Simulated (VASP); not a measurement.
Runs of VASP 6.6.1 on Mg3S2O. The structure is that of space group P4/mmm (No. 123), or close to it. The cells are those of the table. The cell was built from a structure type or drawn by symmetry, and may not be a known phase.

```tsv
task	spin	cell	k mesh	cutoff (eV)	gap on the mesh (eV)	pressure (GPa)	moment (μB)	relaxed volume (Å³/atom)
relaxation of cell and atoms	off	relaxed from a = 5.423, b = 5.423, c = 4.456 Å, 6 atoms	8 × 8 × 8	600	none	0.0	-	(a)
single point	off	a = 4.879, b = 4.879, c = 4.991 Å, 6 atoms	4 × 4 × 4	520	none	5.0	-	-
relaxation of cell and atoms	off	relaxed from a = 4.879, b = 4.879, c = 4.991 Å, 6 atoms	4 × 4 × 4	600	none	0.0	-	21.94
single point	collinear, ferromagnetic start	a = 4.879, b = 4.879, c = 4.991 Å, 6 atoms	4 × 4 × 4	520	none	5.0	0.00	-
single point	off	a = 5.460, b = 5.460, c = 4.412 Å, 6 atoms	8 × 8 × 8	520	none	0.0	-	-
single point	off	a = 5.423, b = 5.423, c = 4.456 Å, 6 atoms	4 × 4 × 4	520	none	0.1	-	-
single point	collinear, ferromagnetic start	a = 5.423, b = 5.423, c = 4.456 Å, 6 atoms	4 × 4 × 4	520	none	0.1	0.00	-
```

Alike in all rows: level PBE; potentials or basis VASP PAW PBE potentials, release 64 (Mg, S, O); smearing gaussian 0.1 eV.

Fill in the values left out.

(a) 21.91.

Caveats: semilocal functionals underestimate gaps, so a narrow gap can read as zero (at least some runs); the cell stands under pressure (at least some runs).

A gap of «none» marks levels without a gap at the run's occupations.
